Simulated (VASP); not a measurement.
Set up this calculation in VASP 6.6.1, as the native input.

```
Task                   : single point
Functional             : r2SCAN
Potentials or basis    : VASP PAW PBE potentials, release 64 (Ag, Cl)
Cutoff                 : 520 eV
k mesh                 : 8 × 8 × 8
Occupations            : gaussian, width 0.05 eV
Spin                   : no spin polarisation
Dipole correction      : no
Further INCAR settings : ALGO = Normal; EDIFF = 1e-06; NBANDS = 16
```

Crystal: AgCl.

```
CELL_PARAMETERS angstrom
0.01040 2.77315 2.77315
2.78355 0.00000 2.78355
2.77315 2.77315 0.01040
ATOMIC_POSITIONS crystal
Ag 0.50000 0.50000 0.50000
Cl 0.00000 0.00000 0.00000
```

This cell differs from its parent crystal: strain +0.0075 x Voigt [0, 0, 0, 0, 1, 0].

The input as run:

POSCAR

```
AgCl
1.0
    0.0103993125      2.7731500000      2.7731500000
    2.7835493125      0.0000000000      2.7835493125
    2.7731500000      2.7731500000      0.0103993125
Ag Cl
1 1
Direct
    0.5000000000      0.5000000000      0.5000000000
    0.0000000000      0.0000000000      0.0000000000
```

INCAR.step1

```
SYSTEM = AgCl
PREC     = Accurate       ! precision mode
ENCUT    = 520            ! plane-wave cutoff, eV
ISMEAR   = 0              ! smearing method
SIGMA    = 0.05           ! smearing width, eV
LREAL    = .False.        ! projectors in reciprocal space
LASPH    = .True.         ! aspherical terms in the spheres
NELM     = 100            ! most SCF steps
NBANDS   = 16             ! bands
GGA      = PE             ! functional
ALGO     = Normal         ! electronic algorithm
EDIFF    = 1E-4           ! SCF threshold, eV
LWAVE    = .True.         ! write WAVECAR
LCHARG   = .False.        ! write CHGCAR
```

INCAR.step2

```
SYSTEM = AgCl
PREC     = Accurate       ! precision mode
ENCUT    = 520            ! plane-wave cutoff, eV
EDIFF    = 1E-6           ! SCF threshold, eV
ISMEAR   = 0              ! smearing method
SIGMA    = 0.05           ! smearing width, eV
LREAL    = .False.        ! projectors in reciprocal space
LASPH    = .True.         ! aspherical terms in the spheres
NELM     = 100            ! most SCF steps
ALGO     = Normal         ! electronic algorithm
ISIF     = 2              ! what is computed and relaxed
LWAVE    = .False.        ! write WAVECAR
LCHARG   = .False.        ! write CHGCAR
METAGGA  = R2SCAN         ! meta-GGA
LMIXTAU  = .True.       
NBANDS   = 16             ! bands
ISTART   = 1
```

KPOINTS

```
Automatic mesh
0
Gamma
  8 8 8
  0 0 0
```

Potentials or basis: VASP PAW PBE potentials, release 64 (Ag, Cl).

Command:

```console
$ cat potpaw_PBE.64/Ag/POTCAR potpaw_PBE.64/Cl/POTCAR > POTCAR
$ cp INCAR.step1 INCAR
$ mpirun -np 1 vasp_std > vasp.out
$ cp INCAR.step2 INCAR
$ mpirun -np 1 vasp_std > vasp.out
```

Results of the run:

The pressure is -0.1 GPa. The band gap on the k mesh is 1.42 eV (least direct gap 3.70 eV).

Caveat: the cell differs from its parent crystal (strain +0.0075 x Voigt [0, 0, 0, 0, 1, 0]); the PAW data sets were made with another functional, which shifts forces and pressure a little.

Wall time 7.1 min on 1 thread of Intel Xeon 8259CL, on a shared host, peak memory 0.21 GiB.
